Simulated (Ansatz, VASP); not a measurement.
**PbS: VASP beside Ansatz**

File INCAR:

```
ALGO     = Normal         # electronic algorithm
EDIFF    = 1E-6           # SCF threshold, eV
ENCUT    = 520            # plane-wave cutoff, eV
GGA      = PE             # functional
ISIF     = 2              # what is computed and relaxed
ISMEAR   = -1             # smearing method
LASPH    = True           # aspherical terms in the spheres
LCHARG   = True           # write CHGCAR
LELF     = True           # ELF
LREAL    = False          # projectors in reciprocal space
LVHAR    = True         
LWAVE    = False          # write WAVECAR
NBANDS   = 28             # bands
NELM     = 60             # most SCF steps
PREC     = Accurate       # precision mode
SIGMA    = 0.02           # smearing width, eV
```

Contents of KPOINTS:

```
k-points
0
Gamma
  12 12 4
```

POSCAR

```
PbS
1.0
    2.0429167362     -3.5384928656      0.0000000000
    2.0429167362      3.5384928656      0.0000000000
    0.0000000000      0.0000000000      7.4692080325
Pb S
2 2
Direct
   -0.0000017298      1.0000017298      0.4829158725
    1.0000017298     -0.0000017298      0.9829158725
    0.6666675224      0.3333324776      0.6962841275
    0.3333324776      0.6666675224      0.1962841275
```

Input for Ansatz:

```yaml
crystal:
  lattice:
    - [2.0429167362, -3.5384928656, 0.0]
    - [2.0429167362, 3.5384928656, 0.0]
    - [0.0, 0.0, 7.4692080325]
  atoms:
    - { symbol: Pb, position: [-1.7298e-06, 1.0000017298, 0.4829158725] }
    - { symbol: Pb, position: [1.0000017298, -1.7298e-06, 0.9829158725] }
    - { symbol: S, position: [0.6666675224, 0.3333324776, 0.6962841275] }
    - { symbol: S, position: [0.3333324776, 0.6666675224, 0.1962841275] }
kpoints:
  mp_grid: { grid: [12, 12, 4] }
  band_path:
    path:
      - [0.0, 0.0, 0.0]
      - [-4.0472e-06, 0.5000010118, 0.0]
      - [-0.3333394041, 0.6666707138, 0.0]
      - [0.0, 0.0, 0.5]
      - [-4.0472e-06, 0.5000010118, 0.5]
      - [-0.3333394041, 0.6666707138, 0.5]
      - [-4.047e-07, 0.0500001012, 0.0]
      - [-0.0625, 0.054688, 0.0]
    npoints: 1
hamiltonian:
  xc: pbe
scf:
  occupations: { method: fermi_dirac, width: 0.02 }
  n_extra_bands: 5
output:
  forces: true
  stress: true
  eigenvalues: true
  write_density: true
  write_potential: true
  elf: true
  volumetric_format: npy
```

Alike in both runs: task single point; functional PBE; k mesh 12 × 12 × 4; occupations fermi-dirac, width 0.02 eV; no spin polarisation.

|  | VASP | Ansatz |
| --- | --- | --- |
| version | VASP 6.6.1 | Ansatz 0.2.0 |
| potentials or method | VASP PAW PBE potentials, release 64 (Pb_d, S) | plane waves, PAW |
| plane-wave cutoff (eV) | 520 | 420 |
| valence electrons in the cell | 40 | 40 |

|  | VASP | Ansatz | Ansatz less VASP |
| --- | --- | --- | --- |
| pressure (GPa) | 1.9 | 1.9 | +0.07 |
| traceless stress, the component that is largest in VASP (GPa) | -0.08 | -0.07 | +0.005 |
| rms of the force components (eV/Å) | 0.035 | 0.034 | -0.0017 |

Atom by atom the forces differ by 0.002 eV/Å (rms over components). Ansatz's warnings: near symmetry operations not taken.

Neither program's run includes spin-orbit coupling.
